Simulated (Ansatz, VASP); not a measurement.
**Two plane-wave programs on NbRu3C**

The input INCAR:

```
SYSTEM = NbRu3C
  PREC = Accurate
  ENCUT = 520
  EDIFF = 1E-6
  ISMEAR = -1
  SIGMA = 0.05
  LREAL = .FALSE.
  LASPH = .TRUE.
  NELM = 80
  ALGO = Normal
  ISIF = 2
  LWAVE = .FALSE.
  LCHARG = .FALSE.
  GGA = PS
  NBANDS = 38
```

File KPOINTS:

```
regular mesh
0
G
  7 7 7
  0 0 0
```

POSCAR

```
NbRu3C
1.0
    4.0651380000      0.0000000000      0.0000000000
    0.0000000000      4.0651380000      0.0000000000
    0.0000000000      0.0000000000      4.0651380000
Ru Nb C
3 1 1
Direct
    0.5000000000      0.5000000000      0.0000000000
    0.5000000000      0.0000000000      0.5000000000
    0.0000000000      0.5000000000      0.5000000000
    0.0000000000      0.0000000000      0.0000000000
    0.5000000000      0.5000000000      0.5000000000
```

input.yaml

```yaml
crystal:
  lattice:
    - [4.065138, 0.0, 0.0]
    - [0.0, 4.065138, 0.0]
    - [0.0, 0.0, 4.065138]
  atoms:
    - { symbol: Ru, position: [0.5, 0.5, 0.0] }
    - { symbol: Ru, position: [0.5, 0.0, 0.5] }
    - { symbol: Ru, position: [0.0, 0.5, 0.5] }
    - { symbol: Nb, position: [0.0, 0.0, 0.0] }
    - { symbol: C, position: [0.5, 0.5, 0.5] }
hamiltonian:
  xc: pbesol
  pseudopotentials: { kind: paw }
kpoints:
  mp_grid: { grid: [7, 7, 7] }
scf:
  occupations: { method: fermi_dirac, width: 0.05 }
  n_extra_bands: 12
output:
  forces: true
  stress: true
  eigenvalues: true
  dos: { projected: true, de: 0.05, nscf_kmesh: { grid: [11, 11, 11] } }
```

Alike in both runs: functional PBEsol; k mesh 7 × 7 × 7; occupations fermi-dirac, width 0.05 eV; no spin polarisation.

|  | VASP | Ansatz |
| --- | --- | --- |
| version | VASP 6.6.1 | Ansatz 0.2.0 |
| potentials or method | VASP PAW PBE potentials, release 64 (Ru_pv, Nb_sv, C) | Ansatz PAW |
| plane-wave cutoff (eV) | 520 | 420 |
| valence electrons in the cell | 59 | 65 |
| task | single point | projected density of states |

Ansatz gave:

- gap on the k mesh at the Fermi level (eV): none
- pressure (GPa): -11.8

Question: What did VASP give for the same quantities?

Answer: gap on the k mesh at the Fermi level (eV): none; pressure (GPa): -11.9.

VASP's potentials were made for PBE, not for PBEsol. A gap of «none» marks a metal or a gap that the smearing closes. VASP's potentials hold 59 valence electrons a cell and Ansatz's 65, so a difference there can come from the potentials and not from the codes.
